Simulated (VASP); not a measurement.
# W (I4/mmm) in VASP: a series of runs, part 2 of 2

VASP 6.6.1. Earlier steps stand in the parts before.

## 5. Single point, PBEsol (16.40 Å³/atom)

This run uses another cell than the first one, of 16.40 Å³/atom.

INCAR

```
SYSTEM = W
PREC = Accurate
ENCUT = 500
EDIFF = 1E-6
ISMEAR = 0
SIGMA = 0.15
LREAL = .FALSE.
LASPH = .TRUE.
NELM = 120
ALGO = Normal
ISIF = 2
LWAVE = .FALSE.
LCHARG = .FALSE.
GGA = PS
NBANDS = 13
GGA_COMPAT = .FALSE.
```

KPOINTS

```
Automatic mesh
0
G
  22 22 22
  0 0 0
```

POSCAR

```
W
1.0
    0.0000000000      1.9155425099      2.2354381091
    1.9155425099      0.0000000000      2.2354381091
    1.9155425099      1.9155425099      0.0000000000
W
1
Direct
    0.0000000000      0.0000000000      0.0000000000
```

Potentials or basis: VASP PAW PBE potentials, release 64 (W_sv).

On the command line:

```bash
> cat potpaw_PBE.64/W_sv/POTCAR > POTCAR
> mpirun -np 1 vasp_std > vasp.out
```

OUTCAR:

```text
SYSTEM = W
   PREC = Accurate
   ENCUT = 500
   EDIFF = 1E-6
   ISMEAR = 0
   LREAL = .FALSE.
   LASPH = .TRUE.
   NELM = 120
   ISIF = 2
   GGA = PS

 ion  position               nearest neighbor table
   1  0.000  0.000  0.000-

  LATTYP: Found a body centered tetragonal cell.
 ALAT       =     2.7089861968
 C/A-ratio  =     1.6503872273

  Lattice vectors:

[... 562 lines left out ...]
      9      14.7249      0.00000
     10      15.8923      0.00000
     11      20.9082      0.00000
     12      22.7287      0.00000
     13      28.6364      0.00000

 [... further k-points ...]

------------------------ aborting loop because EDIFF is reached ----------------------------------------

  FORCE on cell =-STRESS in cart. coord.  units (eV):
  Direction    XX          YY          ZZ          XY          YZ          ZX
  --------------------------------------------------------------------------------------
  -------------------------------------------------------------------------------------
  Total       -0.8275720     -0.8275720     -0.3628442      0.0000000     -0.0000000      0.0000000
  in kB      -80.8239633    -80.8239633    -35.4368067      0.0000000     -0.0000000      0.0000000
  external PRESSURE =     -65.6949111 kB  Pullay stress =       0.0000000 kB

 VOLUME and BASIS-vectors are now :
 -----------------------------------------------------------------------------
  energy-cutoff  :      500.00
  volume of cell :       16.40
      direct lattice vectors                 reciprocal lattice vectors
     0.000000000  1.915542510  2.235438109    -0.261022659  0.261022659  0.223669802
     1.915542510  0.000000000  2.235438109     0.261022659 -0.261022659  0.223669802
     1.915542510  1.915542510  0.000000000     0.261022659  0.261022659 -0.223669802

 POSITION                                       TOTAL-FORCE (eV/Angst)
 -----------------------------------------------------------------------------------
      0.00000      0.00000      0.00000         0.000000      0.000000      0.000000
 -----------------------------------------------------------------------------------
    total drift:                                0.000000      0.000000      0.000000

  FREE ENERGIE OF THE ION-ELECTRON SYSTEM (eV)
  ---------------------------------------------------
  free  energy   TOTEN  =       -13.4029314476 eV

  energy  without entropy=      -13.3940763962  energy(sigma->0) =      -13.39850392
```

OSZICAR:

```text
N       E                     dE             d eps       ncg     rms          rms(c)
DAV:   1     0.818532806207E+02    0.81853E+02   -0.72995E+03 21801   0.119E+03
DAV:   2    -0.124784874193E+02   -0.94332E+02   -0.90672E+02 24279   0.310E+02
DAV:   3    -0.140960833835E+02   -0.16176E+01   -0.16103E+01 24149   0.393E+01
DAV:   4    -0.141029626812E+02   -0.68793E-02   -0.68791E-02 24304   0.283E+00
DAV:   5    -0.141030232908E+02   -0.60610E-04   -0.60608E-04 24389   0.250E-01    0.200E+01
DAV:   6    -0.135492793147E+02    0.55374E+00   -0.46504E-01 22999   0.884E+00    0.776E+00
DAV:   7    -0.134083561667E+02    0.14092E+00   -0.23007E-01 24519   0.576E+00    0.611E-01
DAV:   8    -0.134030218821E+02    0.53343E-02   -0.47263E-03 21944   0.901E-01    0.765E-02
DAV:   9    -0.134029292456E+02    0.92637E-04   -0.11933E-04 25629   0.119E-01    0.408E-02
DAV:  10    -0.134029313427E+02   -0.20971E-05   -0.88614E-06 22984   0.363E-02    0.391E-03
DAV:  11    -0.134029314476E+02   -0.10491E-06   -0.39355E-07 13312   0.734E-03
   1 F= -.13402931E+02 E0= -.13398504E+02  d E =-.885505E-02
```

stdout:

```text
POSCAR found type information on POSCAR W
 POSCAR found :  1 types and       1 ions
 scaLAPACK will be used
 -----------------------------------------------------------------------------
|                                                                             |
|                                                                             |
|     You enforced a specific xc type in the INCAR file but a different       |
|     I HOPE YOU KNOW WHAT YOU ARE DOING!                                     |
|                                                                             |
 -----------------------------------------------------------------------------

 LDA part: xc-table for (Slater+PW92), standard interpolation
 POSCAR, INCAR and KPOINTS ok, starting setup
 FFT: planning ... GRIDC
 FFT: planning ... GRID_SOFT
 FFT: planning ... GRID
 WAVECAR not read
 entering main loop
```

Run time: 1.8 min. Hardware: 1 thread of Intel Xeon Platinum 8259CL at 2.50GHz (Skylake/Cascade Lake), shared host; peak memory 0.27 GiB.

What came out:

| Quantity | Value |
| --- | --- |
| Free energy | -13.4029 eV |
| Pressure | -6.6 GPa |
| Band gap on the k mesh | zero (bands 7 and 8 overlap by 4.46 eV) |

Caveat: the cell stands under tension; the PAW data sets were made with another functional, which shifts forces and pressure a little; spin-orbit coupling is left out, which moves the levels of the heavy elements.

## 6. Single point, PBEsol (16.40 Å³/atom)

This run uses another cell than the first one, of 16.40 Å³/atom.

INCAR

```
  ALGO = Normal
  EDIFF = 1E-6
  ENCUT = 500
  GGA = PS
  GGA_COMPAT = False
  ISIF = 2
  ISMEAR = 0
  LASPH = True
  LCHARG = False
  LREAL = False
  LWAVE = False
  NBANDS = 13
  NELM = 120
  PREC = Accurate
  SIGMA = 0.15
```

KPOINTS

```
k-points
0
Gamma
  22 22 22
```

POSCAR

```
W
1.0
    0.0000000000      2.0693088975      1.9155592464
    2.0693088975      0.0000000000      1.9155592464
    2.0693088975      2.0693088975      0.0000000000
W
1
Direct
    0.0000000000      0.0000000000      0.0000000000
```

Potentials or basis: VASP PAW PBE potentials, release 64 (W_sv).

On the command line:

```bash
> cat potpaw_PBE.64/W_sv/POTCAR > POTCAR
> mpirun -np 1 vasp_std > vasp.out
```

OUTCAR:

```text
EDIFF = 1E-6
   ENCUT = 500
   GGA = PS
   ISIF = 2
   ISMEAR = 0
   LASPH = True
   LREAL = False
   NELM = 120
   PREC = Accurate

 ion  position               nearest neighbor table
   1  0.000  0.000  0.000-

  LATTYP: Found a body centered tetragonal cell.
 ALAT       =     2.9264447076
 C/A-ratio  =     1.3091374947

  Lattice vectors:

 A1 = (   0.0000000000,  -2.0693088975,  -1.9155592464)
 A2 = (   0.0000000000,   2.0693088975,  -1.9155592464)
 A3 = (   2.0693088975,   0.0000000000,   1.9155592464)

[... 563 lines left out ...]

 [... further k-points ...]

------------------------ aborting loop because EDIFF is reached ----------------------------------------

  FORCE on cell =-STRESS in cart. coord.  units (eV):
  Direction    XX          YY          ZZ          XY          YZ          ZX
  --------------------------------------------------------------------------------------
  -------------------------------------------------------------------------------------
  Total       -0.0178865     -0.0178865     -2.2044156      0.0000000     -0.0000000      0.0000000
  in kB       -1.7468699     -1.7468699   -215.2919653      0.0000000     -0.0000000      0.0000000
  external PRESSURE =     -72.9285684 kB  Pullay stress =       0.0000000 kB

 VOLUME and BASIS-vectors are now :
 -----------------------------------------------------------------------------
  energy-cutoff  :      500.00
  volume of cell :       16.40
      direct lattice vectors                 reciprocal lattice vectors
     0.000000000  2.069308898  1.915559246    -0.241626565  0.241626565  0.261020379
     2.069308898  0.000000000  1.915559246     0.241626565 -0.241626565  0.261020379
     2.069308898  2.069308898  0.000000000     0.241626565  0.241626565 -0.261020379

 POSITION                                       TOTAL-FORCE (eV/Angst)
 -----------------------------------------------------------------------------------
      0.00000      0.00000      0.00000         0.000000      0.000000     -0.000000
 -----------------------------------------------------------------------------------
    total drift:                                0.000000      0.000000     -0.000000

  FREE ENERGIE OF THE ION-ELECTRON SYSTEM (eV)
  ---------------------------------------------------
  free  energy   TOTEN  =       -13.3687253724 eV

  energy  without entropy=      -13.3573707273  energy(sigma->0) =      -13.36304805
```

It took 2.3 min on 1 thread of Intel Xeon Platinum 8259CL at 2.50GHz (Skylake/Cascade Lake), shared host; peak memory 0.27 GiB.

What came out:

| Quantity | Value |
| --- | --- |
| Free energy | -13.3687 eV |
| Pressure | -7.3 GPa |
| Band gap on the k mesh | zero (bands 7 and 8 overlap by 4.60 eV) |

Caveat: the cell stands under tension; the PAW data sets were made with another functional, which shifts forces and pressure a little; spin-orbit coupling is left out, which moves the levels of the heavy elements.

## 7. The runs side by side

```tsv
cell	gap on the mesh (eV)	pressure (GPa)
a = 2.795, b = 2.795, c = 2.901 Å, angles 58.7, 58.7, 62.5°, 1 atom	none	0.4
a = 2.796, b = 2.796, c = 3.003 Å, angles 57.5, 57.5, 65.0°, 1 atom	none	-8.8
a = 2.781, b = 2.781, c = 3.328 Å, angles 53.2, 53.2, 73.5°, 1 atom	none	-10.6
a = 2.944, b = 2.944, c = 2.709 Å, angles 62.6, 62.6, 54.8°, 1 atom	none	-6.6
a = 2.820, b = 2.820, c = 2.926 Å, angles 58.7, 58.7, 62.5°, 1 atom	none	-7.3
```

Alike in all rows: task single point; level PBEsol; potentials or basis VASP PAW PBE potentials, release 64 (W_sv); no spin polarisation; k mesh 22 × 22 × 22; cutoff (eV) 500; smearing gaussian 0.15 eV.

Caveats: the PAW data sets were made with another functional, which shifts forces and pressure a little; spin-orbit coupling is left out, which moves the levels of the heavy elements; the cell stands under tension (at least some runs).

Total energies depend on the potentials used, so only differences within one code and one set of settings carry meaning.
